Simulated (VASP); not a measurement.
# Au (P-1) in VASP: settings compared

The runs below take Au through single point, with PBE, r2SCAN.

Program: VASP 6.6.1. These are calculated values, not measurements. Logs are shortened: lines on timing, memory, paths and dates and some standing lists are left out, and cuts for length are marked.

## (1) The cell of the first run

The typed cell holds 1 atom: a = 2.808 Å, b = 2.664 Å, c = 2.778 Å, α = 91.02°, β = 90.03°, γ = 91.82°.

## (2) Single point, PBE

Contents of INCAR:

```
SYSTEM = Au
PREC = Accurate ; ENCUT = 520
EDIFF = 1E-7 ; ISMEAR = -1
SIGMA = 0.1 ; LREAL = .False.
LASPH = .True. ; NELM = 100
ALGO = Fast ; ISIF = 2
LWAVE = .False. ; LCHARG = .False.
GGA = PE ; NBANDS = 12
```

Contents of KPOINTS:

```
regular mesh
0
Gamma
  15 16 16
  0 0 0
```

Contents of POSCAR:

```
Au
1.0
    2.8073190000     -0.0433470000     -0.0008520000
   -0.0433470000      2.6634960000     -0.0240980000
   -0.0008520000     -0.0240980000      2.7774360000
Au
1
Direct
    0.4894220000      0.4834150000      0.4898520000
```

Potentials or basis: VASP PAW PBE potentials, release 64 (Au).

Command:

```bash
cat potpaw_PBE.64/Au/POTCAR > POTCAR
mpirun -np 1 vasp_std > vasp.out
```

OUTCAR:

```text
SYSTEM = Au
   PREC = Accurate
   ENCUT = 520
   EDIFF = 1E-7
   ISMEAR = -1
   LREAL = .False.
   LASPH = .True.
   NELM = 100
   ISIF = 2
   GGA = PE

 ion  position               nearest neighbor table
   1  0.489  0.483  0.490-

  LATTYP: Found a triclinic cell.
 ALAT       =     4.7423265641
 B/A-ratio  =     0.5856915656
 C/A-ratio  =     0.5920414222
 COS(alpha) =     0.0004762064
 COS(beta)  =     0.5745113761
 COS(gamma) =     0.5959248053

  Lattice vectors:

 A1 = (  -2.7648240000,  -2.6442470000,   2.8023860000)
 A2 = (  -0.0008520000,  -0.0240980000,   2.7774360000)
 A3 = (  -2.8073190000,   0.0433470000,   0.0008520000)

Analysis of symmetry for initial positions (statically):
=====================================================================
 Subroutine PRICEL returns:
 Original cell was already a primitive cell.

 Routine SETGRP: Setting up the symmetry group for a
 triclinic supercell.

 Subroutine GETGRP returns: Found  2 space group operations
 (whereof  1 operations were pure point group operations)
 out of a pool of  2 trial point group operations.

The static configuration has the point symmetry C_1 .
 The point group associated with its full space group is S_2 .

Analysis of symmetry for dynamics (positions and initial velocities):
=====================================================================
 Subroutine PRICEL returns:
 Original cell was already a primitive cell.

 Routine SETGRP: Setting up the symmetry group for a
 triclinic supercell.

 Subroutine GETGRP returns: Found  2 space group operations
 (whereof  1 operations were pure point group operations)
 out of a pool of  2 trial point group operations.

The dynamic configuration has the point symmetry C_1 .
 The point group associated with its full space group is S_2 .

 Subroutine INISYM returns: Found  2 space group operations
 (whereof  1 operations are pure point group operations),
 and found     1 'primitive' translations

----------------------------------------------------------------------------------------

                                     Primitive cell

  volume of cell :      20.7608

  direct lattice vectors                    reciprocal lattice vectors
     2.807319000 -0.043347000 -0.000852000     0.356301351  0.005800062  0.000159622
    -0.043347000  2.663496000 -0.024098000     0.005800062  0.375570297  0.003260358
    -0.000852000 -0.024098000  2.777436000     0.000159622  0.003260358  0.360072637

  length of vectors
     2.807653764  2.663957698  2.777540670     0.356348591  0.375629230  0.360087433

  position of ions in fractional coordinates (direct lattice)
     0.489422000  0.483415000  0.489852000

  ion indices of the primitive-cell ions
   primitive index   ion index
                 1           1

----------------------------------------------------------------------------------------

 KPOINTS: regular mesh

Automatic generation of k-mesh.
 Grid dimensions read from file:
 generate k-points for:   15   16   16

 Generating k-lattice:

  Cartesian coordinates                     Fractional coordinates (reciprocal lattice)
     0.023753423  0.000386671  0.000010641     0.066666667  0.000000000  0.000000000
     0.000362504  0.023473144  0.000203772    -0.000000000  0.062500000  0.000000000
     0.000009976  0.000203772  0.022504540     0.000000000 -0.000000000  0.062500000

  Length of vectors
     0.023756573  0.023476827  0.022505465

  Shift w.r.t. Gamma in fractional coordinates (k-lattice)
     0.000000000  0.000000000  0.000000000

 Subroutine IBZKPT returns following result:
 ===========================================

 Found   1922 irreducible k-points:

 Following reciprocal coordinates:
            Coordinates               Weight
  0.000000  0.000000  0.000000      1.000000
  0.066667 -0.000000 -0.000000      2.000000
  0.133333  0.000000  0.000000      2.000000
  0.200000 -0.000000  0.000000      2.000000
  0.266667  0.000000  0.000000      2.000000
  0.333333 -0.000000 -0.000000      2.000000
[... 16 lines left out ...]
 -0.066667  0.062500  0.000000      2.000000
 -0.000000  0.125000  0.000000      2.000000
 [... further k-points ...]
   k-points           NKPTS =   1922   k-points in BZ     NKDIM =   1922   number of bands    NBANDS=     12
   number of dos      NEDOS =    301   number of ions     NIONS =      1
   total plane-waves  NPLWV =  11520
   dimension x,y,z NGX =    24 NGY =   20 NGZ =   24
   dimension x,y,z NGXF=    48 NGYF=   40 NGZF=   48
   ions per type =               1
   NGX,Y,Z   is equivalent  to a cutoff of  14.21, 12.48, 14.36 a.u.
   NGXF,Y,Z  is equivalent  to a cutoff of  28.42, 24.96, 28.73 a.u.
 SYSTEM =  Au
   PREC   = accura    normal or accurate (medium, high low for compatibility)
   ISTART =      0    job   : 0-new  1-cont  2-samecut
   ICHARG =      2    charge: 1-file 2-atom 10-const
   ISPIN  =      1    spin polarized calculation?
   LNONCOLLINEAR =      F non collinear calculations
   LSORBIT =      F    spin-orbit coupling
   LASPH  =      T    aspherical Exc in radial PAW
   ENCUT  =  520.0 eV  38.22 Ry    6.18 a.u.   5.22  4.95  5.16*2*pi/ulx,y,z
   NELM   =    100;   NELMIN=  2; NELMDL= -5     # of ELM steps
   EDIFF  = 0.1E-06   stopping-criterion for ELM
   LREAL  =      F    real-space projection
   EDIFFG = 0.1E-05   stopping-criterion for IOM
   NSW    =      0    number of steps for IOM
   IBRION =     -1    ionic relax: 0-MD 1-quasi-New 2-CG
   NFREE  =      0    steps in history (QN), initial steepest desc. (CG)
   ISIF   =      2    stress and relaxation
   ISYM   =      2    0-nonsym 1-usesym 2-fastsym
   POTIM  = 0.5000    time-step for ionic-motion
   TEBEG  =    0.0;   TEEND  =   0.0 temperature during run
   PSTRESS=    0.0 pullay stress
   NELECT =      11.0000    total number of electrons
   NUPDOWN=      -1.0000    fix difference up-down
   EMIN   =  10.00;   EMAX   =-10.00  energy-range for DOS
   EFERMI =   0.00;   METHOD = LEGACY
   ISMEAR =    -1;   SIGMA  =   0.10  broadening in eV -4-tet -1-fermi 0-gaus
   EFERMI_NEDOS =   21; number of points for ismear=-14 and -15
   IALGO  =     68    algorithm
   IMIX   =      4    mixing-type and parameters
     AMIX     =   0.40;   BMIX     =  1.00
     AMIX_MAG =   1.60;   BMIX_MAG =  1.00
  volume/ion in A,a.u.               =      20.76       140.10
  Fermi-wavevector in a.u.,A,eV,Ry     =   1.324720  2.503358 23.876647  1.754884
  Thomas-Fermi vector in A             =   2.454234
   LORBIT       =      0    0 simple, 1 ext, 2 COOP (PROOUT), +10 PAW based schemes
   GGA     = PE    functional components
   LHFCALC =     F    Hartree Fock is set to
   AEXX    =    0.0000 exact exchange contribution
   IVDW    =     0    specifies the selected vdW correction
   LEPSILON=     F    determine dielectric tensor
   LRPA    =     F    only Hartree local field effects (RPA)
 non-spin polarized calculation
 RMM-DIIS sequential band-by-band and
  energy-cutoff  :      520.00
  volume of cell :       20.76
 maximum number of plane-waves:       572
 NGX is ok and might be reduce to    24
   NGX = 11   NGY =  9   NGZ = 11

 number of electron      11.0000001 magnetization

 Free energy of the ion-electron system (eV)
  ---------------------------------------------------
  ext. energy  EPLUGINS =         0.00000000
  ---------------------------------------------------
  free energy    TOTEN  =        -3.00410502 eV

  energy without entropy =       -2.99342335  energy(sigma->0) =       -2.99876418

 E-fermi :   6.2383     XC(G=0): -11.4216

 val. band max:        6.2359966822   @ k =  -0.3333   0.1250   0.3750
 cond. band min:       6.2503524576   @ k =  -0.4000  -0.2500   0.1250
 fundamental gap:      0.0143557753
 Fermi energy:         6.2383485817

 k-point     1 :       0.0000    0.0000    0.0000
  band No.  band energies     occupation
      1      -1.4976      2.00000
      2       0.5092      2.00000
      3       0.8104      2.00000
      4       4.6844      2.00000
      5       4.8793      2.00000
      6       4.9258      2.00000
      7      19.3015      0.00000
      8      19.7031      0.00000
      9      21.3997      0.00000
     10      24.7401      0.00000
     11      26.9022      0.00000
     12      28.0452      0.00000

 k-point     2 :       0.0667   -0.0000   -0.0000
  band No.  band energies     occupation
      1      -1.4029      2.00000
      2       0.5345      2.00000
      3       0.8796      2.00000
      4       4.6223      2.00000
      5       4.8235      2.00000
      6       4.9301      2.00000
      7      18.4753      0.00000
      8      19.8675      0.00000
      9      21.5572      0.00000
     10      25.3312      0.00000
     11      27.1119      0.00000
     12      27.7747      0.00000

 k-point     3 :       0.1333    0.0000    0.0000
  band No.  band energies     occupation
      1      -1.1402      2.00000
      2       0.5950      2.00000
      3       1.1123      2.00000
      4       4.4513      2.00000
      5       4.6696      2.00000
      6       4.9425      2.00000
      7      16.7728      0.00000
      8      20.3395      0.00000
      9      22.0188      0.00000
     10      25.6357      0.00000
     11      26.9333      0.00000
     12      28.7643      0.00000
[... 286 lines left out ...]
 k-point    23 :      -0.0667    0.0625    0.0000
  band No.  band energies     occupation
      1      -1.2932      2.00000
      2       0.6107      2.00000
      3       0.9003      2.00000
      4       4.6309      2.00000
      5       4.7281      2.00000
      6       4.8506      2.00000
      7      18.6767      0.00000
      8      20.0330      0.00000
      9      20.7077      0.00000
     10      25.5566      0.00000
     11      26.9015      0.00000
     12      28.5164      0.00000

 k-point    24 :      -0.0000    0.1250    0.0000
  band No.  band energies     occupation
      1      -1.0635      2.00000
      2       0.8204      2.00000
      3       0.8922      2.00000
      4       4.5725      2.00000
      5       4.6223      2.00000
      6       4.7139      2.00000
      7      18.6557      0.00000
      8      19.9733      0.00000
      9      20.3761      0.00000
     10      25.3470      0.00000
     11      25.9804      0.00000
     12      30.7126      0.00000

 [... further k-points ...]

------------------------ aborting loop because EDIFF is reached ----------------------------------------

  FORCE on cell =-STRESS in cart. coord.  units (eV):
  Direction    XX          YY          ZZ          XY          YZ          ZX
  --------------------------------------------------------------------------------------
  -------------------------------------------------------------------------------------
  Total       -0.5703865      1.0895606     -0.3254259     -0.0518613     -0.0264631     -0.0006682
  in kB      -44.0185021     84.0847881    -25.1141277     -4.0022993     -2.0422368     -0.0515702
  external PRESSURE =       4.9840528 kB  Pullay stress =       0.0000000 kB

 VOLUME and BASIS-vectors are now :
 -----------------------------------------------------------------------------
  energy-cutoff  :      520.00
  volume of cell :       20.76
      direct lattice vectors                 reciprocal lattice vectors
     2.807319000 -0.043347000 -0.000852000     0.356301351  0.005800062  0.000159622
    -0.043347000  2.663496000 -0.024098000     0.005800062  0.375570297  0.003260358
    -0.000852000 -0.024098000  2.777436000     0.000159622  0.003260358  0.360072637

 POSITION                                       TOTAL-FORCE (eV/Angst)
 -----------------------------------------------------------------------------------
      1.35259      1.25455      1.34847        -0.000000      0.000000      0.000000
 -----------------------------------------------------------------------------------
    total drift:                                0.000001      0.000004     -0.000002

  FREE ENERGIE OF THE ION-ELECTRON SYSTEM (eV)
  ---------------------------------------------------
  free  energy   TOTEN  =        -3.0041050220 eV

  energy  without entropy=       -2.9934233459  energy(sigma->0) =       -2.99876418
```

It took 7.3 min on 1 thread of Intel Xeon 8259CL, shared host; peak memory 0.53 GiB.

Results:

```
Free energy            : -3.0041 eV
Pressure               : 0.5 GPa
Band gap on the k mesh : zero (an odd number of electrons rules out a gap without spin polarisation)
```

Stress tensor (GPa, compression positive):
```
-4.40 -0.40 -0.01
-0.40  8.41 -0.20
-0.01 -0.20 -2.51
```

Caveat: spin-orbit coupling is left out, which moves the levels of the heavy elements.

## (3) Single point, r2SCAN

POSCAR is that of step 2.

Contents of INCAR.step1:

```
  ALGO = Normal
  EDIFF = 1E-4
  ENCUT = 520
  GGA = PE
  ISMEAR = 1
  LASPH = True
  LCHARG = False
  LREAL = False
  LWAVE = True
  NBANDS = 12
  NELM = 100
  PREC = Accurate
  SIGMA = 0.1
```

Contents of INCAR.step2:

```
  ALGO = Normal
  EDIFF = 1E-6
  ENCUT = 520
  ISIF = 2
  ISMEAR = 1
  ISTART = 1
  LASPH = True
  LCHARG = False
  LMIXTAU = True
  LREAL = False
  LWAVE = False
  METAGGA = R2SCAN
  NBANDS = 12
  NELM = 100
  PREC = Accurate
  SIGMA = 0.1
```

Contents of KPOINTS:

```
k-points
0
Gamma
  13 14 13
```

Potentials or basis: VASP PAW PBE potentials, release 64 (Au).

Command:

```bash
cat potpaw_PBE.64/Au/POTCAR > POTCAR
cp INCAR.step1 INCAR
mpirun -np 1 vasp_std > vasp.out
cp INCAR.step2 INCAR
mpirun -np 1 vasp_std > vasp.out
```

OUTCAR:

```text
EDIFF = 1E-6
   ENCUT = 520
   ISIF = 2
   ISMEAR = 1
   ISTART = 1
   LASPH = True
   LREAL = False
   METAGGA = R2SCAN
   NELM = 100
   PREC = Accurate

 ion  position               nearest neighbor table
   1  0.489  0.483  0.490-

  LATTYP: Found a triclinic cell.
 ALAT       =     4.7423265641
 B/A-ratio  =     0.5856915656
 C/A-ratio  =     0.5920414222
 COS(alpha) =     0.0004762064
 COS(beta)  =     0.5745113761
 COS(gamma) =     0.5959248053

  Lattice vectors:

[... 543 lines left out ...]
     11      30.0738      0.00000
     12      31.5080      0.00000

 [... further k-points ...]

------------------------ aborting loop because EDIFF is reached ----------------------------------------

  FORCE on cell =-STRESS in cart. coord.  units (eV):
  Direction    XX          YY          ZZ          XY          YZ          ZX
  --------------------------------------------------------------------------------------
  -------------------------------------------------------------------------------------
  Total       -0.9619783      0.6761553     -0.6929721     -0.0304865     -0.0225064     -0.0031981
  in kB      -74.2388629     52.1810103    -53.4788137     -2.3527357     -1.7368885     -0.2468089
  external PRESSURE =     -25.1788888 kB  Pullay stress =       0.0000000 kB

 VOLUME and BASIS-vectors are now :
 -----------------------------------------------------------------------------
  energy-cutoff  :      520.00
  volume of cell :       20.76
      direct lattice vectors                 reciprocal lattice vectors
     2.807319000 -0.043347000 -0.000852000     0.356301351  0.005800062  0.000159622
    -0.043347000  2.663496000 -0.024098000     0.005800062  0.375570297  0.003260358
    -0.000852000 -0.024098000  2.777436000     0.000159622  0.003260358  0.360072637

 POSITION                                       TOTAL-FORCE (eV/Angst)
 -----------------------------------------------------------------------------------
      1.35259      1.25455      1.34847         0.000000      0.000000     -0.000000
 -----------------------------------------------------------------------------------
    total drift:                                0.000003     -0.000012     -0.000001

  FREE ENERGIE OF THE ION-ELECTRON SYSTEM (eV)
  ---------------------------------------------------
  free  energy   TOTEN  =       -50.3851707017 eV

  energy  without entropy=      -50.3851709263  energy(sigma->0) =      -50.38517078
```

OUTCAR.step1:

```text
EDIFF = 1E-4
   ENCUT = 520
   GGA = PE
   ISMEAR = 1
   LASPH = True
   LREAL = False
[... 582 lines left out ...]

 POSITION                                       TOTAL-FORCE (eV/Angst)
 -----------------------------------------------------------------------------------
      1.35259      1.25455      1.34847        -0.000000     -0.000000      0.000000
 -----------------------------------------------------------------------------------
    total drift:                                0.000001      0.000004     -0.000002

  FREE ENERGIE OF THE ION-ELECTRON SYSTEM (eV)
  ---------------------------------------------------
  free  energy   TOTEN  =        -3.0004685978 eV

  energy  without entropy=       -3.0004990840  energy(sigma->0) =       -3.00047876
```

OSZICAR.step1:

```text
N       E                     dE             d eps       ncg     rms          rms(c)
DAV:   1     0.491592349854E+02    0.49159E+02   -0.55908E+03 28852   0.816E+02
DAV:   2    -0.260613022762E+01   -0.51765E+02   -0.49145E+02 32924   0.181E+02
DAV:   3    -0.327125115633E+01   -0.66512E+00   -0.66420E+00 34172   0.201E+01
DAV:   4    -0.327374173761E+01   -0.24906E-02   -0.24905E-02 32524   0.140E+00
DAV:   5    -0.327376554933E+01   -0.23812E-04   -0.23811E-04 34592   0.137E-01    0.653E+00
DAV:   6    -0.301142997287E+01    0.26234E+00   -0.87006E-01 30264   0.710E+00    0.459E+00
DAV:   7    -0.300265988721E+01    0.87701E-02   -0.17187E-02 33716   0.106E+00    0.256E+00
DAV:   8    -0.300047224017E+01    0.21876E-02   -0.11079E-03 32288   0.238E-01    0.896E-02
DAV:   9    -0.300046859776E+01    0.36424E-05   -0.73844E-05 17744   0.669E-02
   1 F= -.30004686E+01 E0= -.30004788E+01  d E =0.304862E-04
```

Run time: 13 min. Hardware: 1 thread of Intel Xeon 8259CL, shared host; peak memory 0.38 GiB.

Results:

```yaml
Free_energy: -50.3852 eV
Pressure: -2.5 GPa
Band_gap_on_the_k_mesh: zero (an odd number of electrons rules out a gap without spin polarisation)
```

Stress tensor (GPa, compression positive):
```
-7.42 -0.24 -0.02
-0.24  5.22 -0.17
-0.02 -0.17 -5.35
```

Caveat: the PAW data sets were made with another functional, which shifts forces and pressure a little; spin-orbit coupling is left out, which moves the levels of the heavy elements.
